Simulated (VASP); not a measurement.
# CuAu3 (Pm-3m) in VASP: notebook

The runs below take CuAu3 through single point, with PBEsol.

Program: VASP 6.6.1. These are calculated values, not measurements. Logs are shortened: lines on timing, memory, paths and dates and some standing lists are left out, and cuts for length are marked.

## (1) The cell of the first run

Symmetry: Pm-3m, No. 221, cubic system. Conventional cell: a = 3.934 Å, b = 3.934 Å, c = 3.934 Å, α = 90.00°, β = 90.00°, γ = 90.00°. Cu (site symmetry m-3m) has 12 Au at 2.78 Å within 3.7 Å. Au (site symmetry 4/mmm) has 4 Cu at 2.78 Å and 8 Au at 2.78 Å within 3.7 Å.

## (2) Single point, PBEsol (15.22 Å³/atom)

Contents of INCAR:

```
SYSTEM = CuAu3
PREC = Accurate
ENCUT = 520
EDIFF = 1E-7
ISMEAR = 0
SIGMA = 0.1
LREAL = .FALSE.
LASPH = .TRUE.
NELM = 60
ALGO = Normal
ISIF = 2
LWAVE = .FALSE.
LCHARG = .FALSE.
GGA = PS
NBANDS = 30
```

Contents of KPOINTS:

```
Automatic mesh
0
G
  10 10 10
  0 0 0
```

Contents of POSCAR:

```
CuAu3
1.0
    3.9341050473      0.0000000000      0.0000000000
    0.0000000000      3.9341050473      0.0000000000
    0.0000000000      0.0000000000      3.9341050473
Cu Au
1 3
Direct
    0.0000000000      0.0000000000      0.0000000000
    0.0000000000      0.5000000000      0.5000000000
    0.5000000000      0.0000000000      0.5000000000
    0.5000000000      0.5000000000      0.0000000000
```

Potentials or basis: VASP PAW PBE potentials, release 64 (Cu, Au).

Command:

```sh
$ cat potpaw_PBE.64/Cu/POTCAR potpaw_PBE.64/Au/POTCAR > POTCAR
$ mpirun -np 1 vasp_std > vasp.out
```

OUTCAR:

```text
SYSTEM = CuAu3
   PREC = Accurate
   ENCUT = 520
   EDIFF = 1E-7
   ISMEAR = 0
   LREAL = .FALSE.
   LASPH = .TRUE.
   NELM = 60
   ISIF = 2
   GGA = PS

 ion  position               nearest neighbor table
   1  0.000  0.000  0.000-   2 2.78   3 2.78   4 2.78   2 2.78   3 2.78   2 2.78   4 2.78   2 2.78
                             3 2.78   4 2.78   3 2.78   4 2.78
   2  0.000  0.500  0.500-   1 2.78   3 2.78   4 2.78   1 2.78   4 2.78   1 2.78   3 2.78   1 2.78
                             3 2.78   4 2.78   4 2.78   3 2.78
   3  0.500  0.000  0.500-   1 2.78   2 2.78   4 2.78   1 2.78   4 2.78   2 2.78   4 2.78   4 2.78
                             1 2.78   2 2.78   1 2.78   2 2.78
   4  0.500  0.500  0.000-   1 2.78   2 2.78   3 2.78   2 2.78   3 2.78   1 2.78   3 2.78   3 2.78
                             1 2.78   2 2.78   2 2.78   1 2.78

  LATTYP: Found a simple cubic cell.
 ALAT       =     3.9341050473

  Lattice vectors:

 A1 = (   3.9341050473,   0.0000000000,   0.0000000000)
 A2 = (   0.0000000000,   3.9341050473,   0.0000000000)
 A3 = (   0.0000000000,   0.0000000000,   3.9341050473)

Analysis of symmetry for initial positions (statically):
=====================================================================
 Subroutine PRICEL returns:
 Original cell was already a primitive cell.

 Routine SETGRP: Setting up the symmetry group for a
 simple cubic supercell.

 Subroutine GETGRP returns: Found 48 space group operations
 (whereof 48 operations were pure point group operations)
 out of a pool of 48 trial point group operations.

The static configuration has the point symmetry O_h .

Analysis of symmetry for dynamics (positions and initial velocities):
=====================================================================
 Subroutine PRICEL returns:
 Original cell was already a primitive cell.

 Routine SETGRP: Setting up the symmetry group for a
 simple cubic supercell.

 Subroutine GETGRP returns: Found 48 space group operations
 (whereof 48 operations were pure point group operations)
 out of a pool of 48 trial point group operations.

The dynamic configuration has the point symmetry O_h .

 Subroutine INISYM returns: Found 48 space group operations
 (whereof 48 operations are pure point group operations),
 and found     1 'primitive' translations

----------------------------------------------------------------------------------------

                                     Primitive cell

  volume of cell :      60.8889

  direct lattice vectors                    reciprocal lattice vectors
     3.934105047  0.000000000  0.000000000     0.254187417  0.000000000  0.000000000
     0.000000000  3.934105047  0.000000000     0.000000000  0.254187417  0.000000000
     0.000000000  0.000000000  3.934105047     0.000000000  0.000000000  0.254187417

  length of vectors
     3.934105047  3.934105047  3.934105047     0.254187417  0.254187417  0.254187417

  position of ions in fractional coordinates (direct lattice)
     0.000000000  0.000000000  0.000000000
     0.000000000  0.500000000  0.500000000
     0.500000000  0.000000000  0.500000000
     0.500000000  0.500000000  0.000000000

  ion indices of the primitive-cell ions
   primitive index   ion index
                 1           1
                 2           2
                 3           3
                 4           4

----------------------------------------------------------------------------------------

 KPOINTS: Automatic mesh

Automatic generation of k-mesh.
 Grid dimensions read from file:
 generate k-points for:   10   10   10

 Generating k-lattice:

  Cartesian coordinates                     Fractional coordinates (reciprocal lattice)
     0.025418742  0.000000000  0.000000000     0.100000000  0.000000000  0.000000000
     0.000000000  0.025418742  0.000000000     0.000000000  0.100000000  0.000000000
     0.000000000  0.000000000  0.025418742     0.000000000  0.000000000  0.100000000

  Length of vectors
     0.025418742  0.025418742  0.025418742

  Shift w.r.t. Gamma in fractional coordinates (k-lattice)
     0.000000000  0.000000000  0.000000000

 Subroutine IBZKPT returns following result:
 ===========================================

 Found     56 irreducible k-points:

 Following reciprocal coordinates:
            Coordinates               Weight
  0.000000  0.000000  0.000000      1.000000
  0.100000  0.000000  0.000000      6.000000
  0.200000  0.000000  0.000000      6.000000
  0.300000  0.000000  0.000000      6.000000
  0.400000  0.000000  0.000000      6.000000
  0.500000  0.000000  0.000000      3.000000
[... 16 lines left out ...]
  0.200000  0.100000  0.100000     24.000000
  0.300000  0.100000  0.100000     24.000000
 [... further k-points ...]
   k-points           NKPTS =     56   k-points in BZ     NKDIM =     56   number of bands    NBANDS=     30
   number of dos      NEDOS =    301   number of ions     NIONS =      4
   total plane-waves  NPLWV =  27000
   dimension x,y,z NGX =    30 NGY =   30 NGZ =   30
   dimension x,y,z NGXF=    60 NGYF=   60 NGZF=   60
   ions per type =               1   3
   NGX,Y,Z   is equivalent  to a cutoff of  12.68, 12.68, 12.68 a.u.
   NGXF,Y,Z  is equivalent  to a cutoff of  25.35, 25.35, 25.35 a.u.
 SYSTEM =  CuAu3
   PREC   = accura    normal or accurate (medium, high low for compatibility)
   ISTART =      0    job   : 0-new  1-cont  2-samecut
   ICHARG =      2    charge: 1-file 2-atom 10-const
   ISPIN  =      1    spin polarized calculation?
   LNONCOLLINEAR =      F non collinear calculations
   LSORBIT =      F    spin-orbit coupling
   LASPH  =      T    aspherical Exc in radial PAW
   ENCUT  =  520.0 eV  38.22 Ry    6.18 a.u.   7.31  7.31  7.31*2*pi/ulx,y,z
   NELM   =     60;   NELMIN=  2; NELMDL= -5     # of ELM steps
   EDIFF  = 0.1E-06   stopping-criterion for ELM
   LREAL  =      F    real-space projection
   EDIFFG = 0.1E-05   stopping-criterion for IOM
   NSW    =      0    number of steps for IOM
   IBRION =     -1    ionic relax: 0-MD 1-quasi-New 2-CG
   NFREE  =      0    steps in history (QN), initial steepest desc. (CG)
   ISIF   =      2    stress and relaxation
   ISYM   =      2    0-nonsym 1-usesym 2-fastsym
   POTIM  = 0.5000    time-step for ionic-motion
   TEBEG  =    0.0;   TEEND  =   0.0 temperature during run
   PSTRESS=    0.0 pullay stress
   NELECT =      44.0000    total number of electrons
   NUPDOWN=      -1.0000    fix difference up-down
   EMIN   =  10.00;   EMAX   =-10.00  energy-range for DOS
   EFERMI =   0.00;   METHOD = LEGACY
   ISMEAR =     0;   SIGMA  =   0.10  broadening in eV -4-tet -1-fermi 0-gaus
   EFERMI_NEDOS =   21; number of points for ismear=-14 and -15
   IALGO  =     38    algorithm
   IMIX   =      4    mixing-type and parameters
     AMIX     =   0.40;   BMIX     =  1.00
     AMIX_MAG =   1.60;   BMIX_MAG =  1.00
  volume/ion in A,a.u.               =      15.22       102.72
  Fermi-wavevector in a.u.,A,eV,Ry     =   1.469083  2.776165 29.364174  2.158206
  Thomas-Fermi vector in A             =   2.584503
   LORBIT       =      0    0 simple, 1 ext, 2 COOP (PROOUT), +10 PAW based schemes
   GGA     = PS    functional components
   LHFCALC =     F    Hartree Fock is set to
   AEXX    =    0.0000 exact exchange contribution
   IVDW    =     0    specifies the selected vdW correction
   LEPSILON=     F    determine dielectric tensor
   LRPA    =     F    only Hartree local field effects (RPA)
 non-spin polarized calculation
 Gauss-broadening in eV      SIGMA  =   0.10
  energy-cutoff  :      520.00
  volume of cell :       60.89
 maximum number of plane-waves:      1657
 NGX is ok and might be reduce to    30
   NGX = 15   NGY = 15   NGZ = 15

 number of electron      44.0000037 magnetization

 Free energy of the ion-electron system (eV)
  ---------------------------------------------------
  ext. energy  EPLUGINS =         0.00000000
  ---------------------------------------------------
  free energy    TOTEN  =       -16.16087745 eV

  energy without entropy =      -16.15319763  energy(sigma->0) =      -16.15703754

 E-fermi :   9.5926     XC(G=0): -13.0781

 val. band max:        9.5834798179   @ k =   0.5000   0.5000   0.0000
 cond. band min:       9.6044739165   @ k =   0.4000   0.4000   0.3000
 fundamental gap:      0.0209940986
 Fermi energy:         9.5926468347

 k-point     1 :       0.0000    0.0000    0.0000
  band No.  band energies     occupation
      1      -0.7623      2.00000
      2       1.7290      2.00000
      3       2.6056      2.00000
      4       2.6056      2.00000
      5       2.6056      2.00000
      6       2.7251      2.00000
[... 22 lines left out ...]
     29      19.4216      0.00000
     30      19.4216      0.00000

 k-point     2 :       0.1000    0.0000    0.0000
  band No.  band energies     occupation
      1      -0.6400      2.00000
      2       1.8042      2.00000
      3       2.6397      2.00000
      4       2.6711      2.00000
      5       2.6711      2.00000
      6       2.7457      2.00000
[... 22 lines left out ...]
     29      19.4479      0.00000
     30      19.4762      0.00000

 k-point     3 :       0.2000    0.0000    0.0000
  band No.  band energies     occupation
      1      -0.2821      2.00000
      2       2.0159      2.00000
      3       2.7358      2.00000
      4       2.7929      2.00000
      5       2.8656      2.00000
      6       2.8656      2.00000
[... 22 lines left out ...]
     29      19.1436      0.00000
     30      19.6280      0.00000

 k-point     4 :       0.3000    0.0000    0.0000
  band No.  band energies     occupation
      1       0.2785      2.00000
      2       2.3094      2.00000
      3       2.8212      2.00000
      4       2.8718      2.00000
      5       3.1806      2.00000
      6       3.1806      2.00000
[... 22 lines left out ...]
     29      18.8925      0.00000
     30      19.5403      0.00000

 k-point     5 :       0.4000    0.0000    0.0000
  band No.  band energies     occupation
      1       0.9463      2.00000
      2       2.4979      2.00000
      3       2.8174      2.00000
      4       3.0026      2.00000
      5       3.5877      2.00000
      6       3.5877      2.00000
[... 22 lines left out ...]
     29      18.4347      0.00000
     30      19.5804      0.00000
[... 526 lines left out ...]
     29      19.3362      0.00000
     30      19.3362      0.00000

 k-point    22 :       0.1000    0.1000    0.1000
  band No.  band energies     occupation
      1      -0.4017      2.00000
      2       1.9524      2.00000
      3       2.7070      2.00000
      4       2.7650      2.00000
      5       2.7650      2.00000
      6       2.9293      2.00000
[... 22 lines left out ...]
     29      19.4518      0.00000
     30      19.4518      0.00000

 k-point    23 :       0.2000    0.1000    0.1000
  band No.  band energies     occupation
      1      -0.0561      2.00000
      2       2.1593      2.00000
      3       2.8049      2.00000
      4       2.8690      2.00000
      5       2.9169      2.00000
      6       3.0587      2.00000
[... 22 lines left out ...]
     29      18.8757      0.00000
     30      20.2478      0.00000

 k-point    24 :       0.3000    0.1000    0.1000
  band No.  band energies     occupation
      1       0.4856      2.00000
      2       2.4493      2.00000
      3       2.9124      2.00000
      4       2.9744      2.00000
      5       3.2009      2.00000
      6       3.2913      2.00000
[... 22 lines left out ...]
     29      19.9919      0.00000
     30      20.5374      0.00000

 [... further k-points ...]

------------------------ aborting loop because EDIFF is reached ----------------------------------------

  FORCE on cell =-STRESS in cart. coord.  units (eV):
  Direction    XX          YY          ZZ          XY          YZ          ZX
  --------------------------------------------------------------------------------------
  -------------------------------------------------------------------------------------
  Total        2.0803605      2.0803605      2.0803605     -0.0000000     -0.0000000      0.0000000
  in kB       54.7408244     54.7408244     54.7408244     -0.0000000     -0.0000000      0.0000000
  external PRESSURE =      54.7408244 kB  Pullay stress =       0.0000000 kB

 VOLUME and BASIS-vectors are now :
 -----------------------------------------------------------------------------
  energy-cutoff  :      520.00
  volume of cell :       60.89
      direct lattice vectors                 reciprocal lattice vectors
     3.934105047  0.000000000  0.000000000     0.254187417  0.000000000  0.000000000
     0.000000000  3.934105047  0.000000000     0.000000000  0.254187417  0.000000000
     0.000000000  0.000000000  3.934105047     0.000000000  0.000000000  0.254187417

 POSITION                                       TOTAL-FORCE (eV/Angst)
 -----------------------------------------------------------------------------------
      0.00000      0.00000      0.00000         0.000000      0.000000      0.000000
      0.00000      1.96705      1.96705         0.000000      0.000000      0.000000
      1.96705      0.00000      1.96705         0.000000      0.000000      0.000000
      1.96705      1.96705      0.00000         0.000000      0.000000      0.000000
 -----------------------------------------------------------------------------------
    total drift:                                0.000000      0.000000     -0.000000

  FREE ENERGIE OF THE ION-ELECTRON SYSTEM (eV)
  ---------------------------------------------------
  free  energy   TOTEN  =       -16.1608774478 eV

  energy  without entropy=      -16.1531976294  energy(sigma->0) =      -16.15703754
```

Run time: 43 s. Hardware: 1 thread of Intel Xeon 6975P-C (Granite Rapids), shared host; peak memory 0.23 GiB.

Results:

```yaml
Free_energy: -16.1609 eV
Pressure: 5.5 GPa
Band_gap_on_the_k_mesh: zero (bands 22 and 23 overlap by 2.27 eV)
```

Caveat: the cell stands under pressure; the PAW data sets were made with another functional, which shifts forces and pressure a little; spin-orbit coupling is left out, which moves the levels of the heavy elements.

## (3) Single point, PBEsol

This run uses another cell than the first one, of 15.76 Å³/atom.

Contents of INCAR:

```
PREC = Accurate ; ENCUT = 520
EDIFF = 1E-7 ; ISMEAR = 0
SIGMA = 0.1 ; LREAL = F
LASPH = T ; NELM = 100
ALGO = Normal ; ISIF = 2
LWAVE = F ; LCHARG = F
GGA = PS ; NBANDS = 30
```

Contents of KPOINTS:

```
Automatic mesh
0
Gamma
  10 10 10
```

Contents of POSCAR:

```
CuAu3
1.0
    3.9800000000      0.0000000000      0.0000000000
    0.0000000000      3.9800000000      0.0000000000
    0.0000000000      0.0000000000      3.9800000000
Cu Au
1 3
Direct
    0.0000000000      0.0000000000      0.0000000000
    0.0000000000      0.5000000000      0.5000000000
    0.5000000000      0.0000000000      0.5000000000
    0.5000000000      0.5000000000      0.0000000000
```

Potentials or basis: VASP PAW PBE potentials, release 64 (Cu, Au).

Command:

```sh
$ cat potpaw_PBE.64/Cu/POTCAR potpaw_PBE.64/Au/POTCAR > POTCAR
$ mpirun -np 1 vasp_std > vasp.out
```

It took 44 s on 1 thread of Intel Xeon 6975P-C (Granite Rapids), shared host; peak memory 0.22 GiB.

The run converged. Its results:

| Item | Value |
| --- | --- |
| Free energy | -16.1918 eV |
| Pressure | -0.9 GPa |
| Band gap on the k mesh | zero (bands 22 and 23 overlap by 2.13 eV) |

Levels at points of the mesh, in eV from the Fermi level:
```tsv
k point	band 20	band 21	band 22	band 23	band 24	band 25
(0.00, 0.00, 0.00)	-1.44	-1.44	0.98	0.98	0.98	5.95
(0.50, 0.00, 0.00)	-1.89	-1.52	-1.44	5.24	5.60	5.92
(0.50, 0.50, 0.00)	-2.14	-0.73	-0.17	-0.05	-0.05	8.35
(0.50, 0.50, 0.50)	-1.60	-1.15	-1.08	-1.08	-1.08	3.01
```

Caveat: the PAW data sets were made with another functional, which shifts forces and pressure a little; spin-orbit coupling is left out, which moves the levels of the heavy elements.

The gap in the log of VASP goes by the Fermi energy; the results here count the filled bands.